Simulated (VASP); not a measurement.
Input of a VASP 6.6.1 run:

INCAR

```
SYSTEM = Rh
PREC = Accurate
ENCUT = 520
EDIFF = 1E-6
ISMEAR = -1
SIGMA = 0.15
LREAL = .FALSE.
LASPH = .TRUE.
NELM = 60
ALGO = Normal
ISIF = 2
LWAVE = .FALSE.
LCHARG = .FALSE.
GGA = CA
NBANDS = 22
```

The input KPOINTS:

```
regular mesh
0
G
  14 14 8
  0 0 0
```

POSCAR

```
Rh
1.0
    2.7309790000      0.0000000000      0.0000000000
   -1.3654900000      2.3650970000      0.0000000000
    0.0000000000      0.0000000000      4.4284890000
Rh
2
Direct
    0.6772370615      0.3544741153      0.7500000000
    0.3333333333      0.6666666667      0.2500000000
```

Potentials or basis: VASP PAW LDA potentials, release 64 (Rh_pv).

Command:

```bash
$ cat potpaw_LDA.64/Rh_pv/POTCAR > POTCAR
$ mpirun -np 1 vasp_std > vasp.out
```

**Question.** Predict the pressure.

**Answer.** -17.6 GPa.

**Question.** What does it give for the largest force?

**Answer.** 0.167 eV/Å.

Forces on the atoms (eV/Å):
```
Rh   0.000 -0.167  0.000
Rh   0.000  0.167  0.000
```
